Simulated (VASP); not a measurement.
# C (Imma) in VASP: notebook

The runs below take C through electric field gradients, with PBE.

Everything below comes from runs of VASP 6.6.1. Logs are shortened: lines on timing, memory, paths and dates and some standing lists are left out, and cuts for length are marked.

**1. The cell of the first run**

Symmetry: Imma, No. 74, orthorhombic system. Conventional cell: a = 2.484 Å, b = 2.560 Å, c = 3.567 Å, α = 90.00°, β = 90.00°, γ = 90.00°. C (site symmetry mm2) has 4 C at 1.53 to 1.56 Å within 2.0 Å.

**2. Electric field gradients, PBE (xy shear strain of -3 %)**

INCAR

```
SYSTEM = C
PREC = Accurate
ENCUT = 520
EDIFF = 1E-8
ISMEAR = -1
SIGMA = 0.03
LREAL = .FALSE.
LASPH = .TRUE.
NELM = 60
ALGO = Normal
ISIF = 2
LWAVE = .FALSE.
LCHARG = .FALSE.
GGA = PE
LEFG = .TRUE.
NBANDS = 11
```

KPOINTS

```
Automatic mesh
0
G
  16 16 16
  0 0 0
```

POSCAR

```
C
1.0
   -0.0267510000      1.7834000000      1.7834000000
    1.7834000000     -0.0267510000      1.7834000000
    1.7566490000      1.7566490000      0.0000000000
C
2
Direct
    0.5000000000      0.5000000000      0.5000000000
    0.7500000000      0.7500000000      0.7500000000
```

Potentials or basis: VASP PAW PBE potentials, release 64 (C).

Command:

```
> cat potpaw_PBE.64/C/POTCAR > POTCAR
> mpirun -np 1 vasp_std > vasp.out
```

OUTCAR:

```text
SYSTEM = C
   PREC = Accurate
   ENCUT = 520
   EDIFF = 1E-8
   ISMEAR = -1
   LREAL = .FALSE.
   LASPH = .TRUE.
   NELM = 60
   ISIF = 2
   GGA = PE

 ion  position               nearest neighbor table
   1  0.500  0.500  0.500-   2 1.53   2 1.53   2 1.56   2 1.56
   2  0.750  0.750  0.750-   1 1.53   1 1.53   1 1.56   1 1.56

  LATTYP: Found a body centered orthorhombic cell.
 ALAT       =     2.4842768401
 B/A-ratio  =     1.0304568528
 C/A-ratio  =     1.4357498095

  Lattice vectors:

 A1 = (   0.0267510000,  -1.7834000000,  -1.7834000000)
 A2 = (  -0.0267510000,   1.7834000000,  -1.7834000000)
 A3 = (   1.7834000000,  -0.0267510000,   1.7834000000)

Analysis of symmetry for initial positions (statically):
=====================================================================
 Subroutine PRICEL returns:
 Original cell was already a primitive cell.

 Routine SETGRP: Setting up the symmetry group for a
 body centered orthorhombic supercell.

 Subroutine GETGRP returns: Found  8 space group operations
 (whereof  4 operations were pure point group operations)
 out of a pool of  8 trial point group operations.

The static configuration has the point symmetry C_2v.
 The point group associated with its full space group is D_2h.

Analysis of symmetry for dynamics (positions and initial velocities):
=====================================================================
 Subroutine PRICEL returns:
 Original cell was already a primitive cell.

 Routine SETGRP: Setting up the symmetry group for a
 body centered orthorhombic supercell.

 Subroutine GETGRP returns: Found  8 space group operations
 (whereof  4 operations were pure point group operations)
 out of a pool of  8 trial point group operations.

The dynamic configuration has the point symmetry C_2v.
 The point group associated with its full space group is D_2h.

 Subroutine INISYM returns: Found  8 space group operations
 (whereof  4 operations are pure point group operations),
 and found     1 'primitive' translations

----------------------------------------------------------------------------------------

                                     Primitive cell

  volume of cell :      11.3417

  direct lattice vectors                    reciprocal lattice vectors
    -0.026751000  1.783400000  1.783400000    -0.276220050  0.276220050  0.280363351
     1.783400000 -0.026751000  1.783400000     0.276220050 -0.276220050  0.280363351
     1.756649000  1.756649000  0.000000000     0.284632844  0.284632844 -0.280363351

  length of vectors
     2.522250332  2.522250332  2.484276840     0.480831198  0.480831198  0.490545941

  position of ions in fractional coordinates (direct lattice)
     0.500000000  0.500000000  0.500000000
     0.750000000  0.750000000  0.750000000

  ion indices of the primitive-cell ions
   primitive index   ion index
                 1           1
                 2           2

----------------------------------------------------------------------------------------

 KPOINTS: Automatic mesh

Automatic generation of k-mesh.
 Grid dimensions read from file:
 generate k-points for:   16   16   16

 Generating k-lattice:

  Cartesian coordinates                     Fractional coordinates (reciprocal lattice)
    -0.017263753  0.017263753  0.017522709     0.062500000 -0.000000000  0.000000000
     0.017263753 -0.017263753  0.017522709    -0.000000000  0.062500000  0.000000000
     0.017789553  0.017789553 -0.017522709     0.000000000  0.000000000  0.062500000

  Length of vectors
     0.030051950  0.030051950  0.030659121

  Shift w.r.t. Gamma in fractional coordinates (k-lattice)
     0.000000000  0.000000000  0.000000000

 Subroutine IBZKPT returns following result:
 ===========================================

 Found    621 irreducible k-points:

 Following reciprocal coordinates:
            Coordinates               Weight
  0.000000  0.000000  0.000000      1.000000
  0.062500  0.000000  0.000000      4.000000
  0.125000  0.000000  0.000000      4.000000
  0.187500  0.000000  0.000000      4.000000
  0.250000  0.000000  0.000000      4.000000
  0.312500 -0.000000  0.000000      4.000000
[... 16 lines left out ...]
 -0.125000  0.062500  0.000000      4.000000
 -0.062500  0.062500  0.000000      2.000000
 [... further k-points ...]
   k-points           NKPTS =    621   k-points in BZ     NKDIM =    621   number of bands    NBANDS=     11
   number of dos      NEDOS =    301   number of ions     NIONS =      2
   total plane-waves  NPLWV =   7200
   dimension x,y,z NGX =    20 NGY =   20 NGZ =   18
   dimension x,y,z NGXF=    40 NGYF=   40 NGZF=   36
   ions per type =               2
   NGX,Y,Z   is equivalent  to a cutoff of  13.18, 13.18, 12.05 a.u.
   NGXF,Y,Z  is equivalent  to a cutoff of  26.36, 26.36, 24.09 a.u.
 SYSTEM =  C
   PREC   = accura    normal or accurate (medium, high low for compatibility)
   ISTART =      0    job   : 0-new  1-cont  2-samecut
   ICHARG =      2    charge: 1-file 2-atom 10-const
   ISPIN  =      1    spin polarized calculation?
   LNONCOLLINEAR =      F non collinear calculations
   LSORBIT =      F    spin-orbit coupling
   LASPH  =      T    aspherical Exc in radial PAW
   ENCUT  =  520.0 eV  38.22 Ry    6.18 a.u.   4.69  4.69  4.62*2*pi/ulx,y,z
   NELM   =     60;   NELMIN=  2; NELMDL= -5     # of ELM steps
   EDIFF  = 0.1E-07   stopping-criterion for ELM
   LREAL  =      F    real-space projection
   EDIFFG = 0.1E-06   stopping-criterion for IOM
   NSW    =      0    number of steps for IOM
   IBRION =     -1    ionic relax: 0-MD 1-quasi-New 2-CG
   NFREE  =      0    steps in history (QN), initial steepest desc. (CG)
   ISIF   =      2    stress and relaxation
   ISYM   =      2    0-nonsym 1-usesym 2-fastsym
   POTIM  = 0.5000    time-step for ionic-motion
   TEBEG  =    0.0;   TEEND  =   0.0 temperature during run
   PSTRESS=    0.0 pullay stress
   NELECT =       8.0000    total number of electrons
   NUPDOWN=      -1.0000    fix difference up-down
   EMIN   =  10.00;   EMAX   =-10.00  energy-range for DOS
   EFERMI =   0.00;   METHOD = LEGACY
   ISMEAR =    -1;   SIGMA  =   0.03  broadening in eV -4-tet -1-fermi 0-gaus
   EFERMI_NEDOS =   21; number of points for ismear=-14 and -15
   IALGO  =     38    algorithm
   IMIX   =      4    mixing-type and parameters
     AMIX     =   0.40;   BMIX     =  1.00
     AMIX_MAG =   1.60;   BMIX_MAG =  1.00
  volume/ion in A,a.u.               =       5.67        38.27
  Fermi-wavevector in a.u.,A,eV,Ry     =   1.457288  2.753874 28.894523  2.123688
  Thomas-Fermi vector in A             =   2.574107
   LORBIT       =      0    0 simple, 1 ext, 2 COOP (PROOUT), +10 PAW based schemes
   GGA     = PE    functional components
   LHFCALC =     F    Hartree Fock is set to
   AEXX    =    0.0000 exact exchange contribution
   IVDW    =     0    specifies the selected vdW correction
   LEPSILON=     F    determine dielectric tensor
   LRPA    =     F    only Hartree local field effects (RPA)
 non-spin polarized calculation
  energy-cutoff  :      520.00
  volume of cell :       11.34
 maximum number of plane-waves:       319
   NGX =  9   NGY =  9   NGZ =  9

 number of electron       8.0000001 magnetization

 Free energy of the ion-electron system (eV)
  ---------------------------------------------------
  ext. energy  EPLUGINS =         0.00000000
  ---------------------------------------------------
  free energy    TOTEN  =       -18.16706381 eV

  energy without entropy =      -18.16706381  energy(sigma->0) =      -18.16706381

 E-fermi :  10.3566     XC(G=0): -13.2516

 val. band max:        9.7414245004   @ k =   0.0000   0.0000   0.0000
 cond. band min:      13.7659493484   @ k =   0.3750   0.3750   0.0000
 fundamental gap:      4.0245248480
 Fermi energy:        10.3566420637

 k-point     1 :       0.0000    0.0000    0.0000
  band No.  band energies     occupation
      1     -11.7503      2.00000
      2       9.7156      2.00000
      3       9.7325      2.00000
      4       9.7414      2.00000
      5      14.8714      0.00000
      6      15.2714      0.00000
      7      15.7827      0.00000
      8      23.1334      0.00000
      9      29.0439      0.00000
     10      36.2696      0.00000
     11      36.2951      0.00000
[... 309 lines left out ...]
 k-point    24 :      -0.0625    0.0625    0.0000
  band No.  band energies     occupation
      1     -11.4710      2.00000
      2       8.3045      2.00000
      3       8.5572      2.00000
      4       9.5597      2.00000
      5      15.8364      0.00000
      6      16.0640      0.00000
      7      16.4604      0.00000
      8      23.3167      0.00000
      9      29.4798      0.00000
     10      33.2340      0.00000
     11      34.1291      0.00000

 [... further k-points ...]
[... 5 lines left out ...]
  --------------------------------------------------------------------------------------
  -------------------------------------------------------------------------------------
  Total        0.2191301      0.2191301      0.1815677      1.2110849      0.0000000      0.0000000
  in kB       30.9552351     30.9552351     25.6490079    171.0829081      0.0000000      0.0000000
  external PRESSURE =      29.1864927 kB  Pullay stress =       0.0000000 kB

 VOLUME and BASIS-vectors are now :
 -----------------------------------------------------------------------------
  energy-cutoff  :      520.00
  volume of cell :       11.34
      direct lattice vectors                 reciprocal lattice vectors
    -0.026751000  1.783400000  1.783400000    -0.276220050  0.276220050  0.280363351
     1.783400000 -0.026751000  1.783400000     0.276220050 -0.276220050  0.280363351
     1.756649000  1.756649000  0.000000000     0.284632844  0.284632844 -0.280363351

 POSITION                                       TOTAL-FORCE (eV/Angst)
 -----------------------------------------------------------------------------------
      1.75665      1.75665      1.78340        -0.000000     -0.000000     -0.096479
      2.63497      2.63497      2.67510         0.000000      0.000000      0.096479
 -----------------------------------------------------------------------------------
    total drift:                                0.000000     -0.000000      0.000000

  FREE ENERGIE OF THE ION-ELECTRON SYSTEM (eV)
  ---------------------------------------------------
  free  energy   TOTEN  =       -18.1670638062 eV

  energy  without entropy=      -18.1670638062  energy(sigma->0) =      -18.16706381

 Electric field gradients (V/A^2)
---------------------------------------------------------------------
 ion       V_xx      V_yy      V_zz      V_xy      V_xz      V_yz
---------------------------------------------------------------------
   1      -0.021    -0.021     0.042    -3.340     0.000     0.000
   2      -0.021    -0.021     0.042    -3.340     0.000     0.000
---------------------------------------------------------------------

 Electric field gradients after diagonalization (V/A^2)
 (convention: |V_zz| > |V_xx| > |V_yy|)
----------------------------------------------------------------------
 ion       V_xx      V_yy      V_zz     asymmetry (V_yy - V_xx)/ V_zz
----------------------------------------------------------------------
   1       3.319     0.042    -3.360       0.975
   2       3.319     0.042    -3.360       0.975
----------------------------------------------------------------------

           NMR quadrupolar parameters

 Cq : quadrupolar parameter    Cq=e*Q*V_zz/h
 eta: asymmetry parameters     (V_yy - V_xx)/ V_zz
 Q  : nuclear electric quadrupole moment in mb (millibarn)
----------------------------------------------------------------------
 ion       Cq(MHz)       eta       Q (mb)
----------------------------------------------------------------------
   1      -0.008       0.975       1.000
   2      -0.008       0.975       1.000
----------------------------------------------------------------------
```

Wall time 41 s (1 thread of Intel Xeon Platinum 8488C (Sapphire Rapids), shared host); peak memory 0.17 GiB.

Results:

| Quantity | Value |
| --- | --- |
| Free energy | -18.1671 eV |
| Pressure | 2.9 GPa |
| Largest force | 0.096 eV/Å |
| Band gap on the k mesh | 4.02 eV (least direct gap 5.13 eV) |
| Largest electric field gradient by atom | C -3.4 V/Å² |

Forces on the atoms (eV/Å):
```
C    0.000  0.000 -0.096
C    0.000  0.000  0.096
```

Electric field gradients, principal values (V/Å²):
```
atom  least  middle  greatest (by size)
 1 C  0.042   3.319              -3.360
 2 C  0.042   3.319              -3.360
```

Caveat: the cell differs from its parent crystal (xy shear strain of -3 %); without QUAD_EFG the Cq values of the log hold for a quadrupole moment of 1 mb, not for the nuclei.

(Part 1 of 2 ends here.)
